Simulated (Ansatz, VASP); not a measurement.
**Two plane-wave programs on Y**

```xyz
1
Lattice="0.0000 2.5247 2.5247 2.5247 0.0000 2.5247 2.5247 2.5247 0.0000" Properties=species:S:1:pos:R:3 pbc="T T T"
Y     0.0000    0.0000    0.0000
```

Alike in both runs: task single point; functional r2SCAN; k mesh 14 × 14 × 14; occupations gaussian, width 0.1 eV; no spin polarisation.

|  | VASP | Ansatz |
| --- | --- | --- |
| version | VASP 6.6.1 | Ansatz 0.2.0 |
| potentials or method | VASP PAW PBE potentials, release 64 (Y_sv), cutoff 520 eV | scalar-relativistic, plane waves, PAW |
| valence electrons in the cell | 11 | 11 |

VASP gave:

- gap on the k mesh at the Fermi level (eV): none
- pressure (GPa): 1.3

Which values does Ansatz return?

gap on the k mesh at the Fermi level (eV): none; pressure (GPa): 1.2.

VASP's potentials were made for PBE, not for r2SCAN. A gap of «none» marks a metal or a gap that the smearing closes. The functional is the same, so the differences come from potentials, cutoffs and numerics.
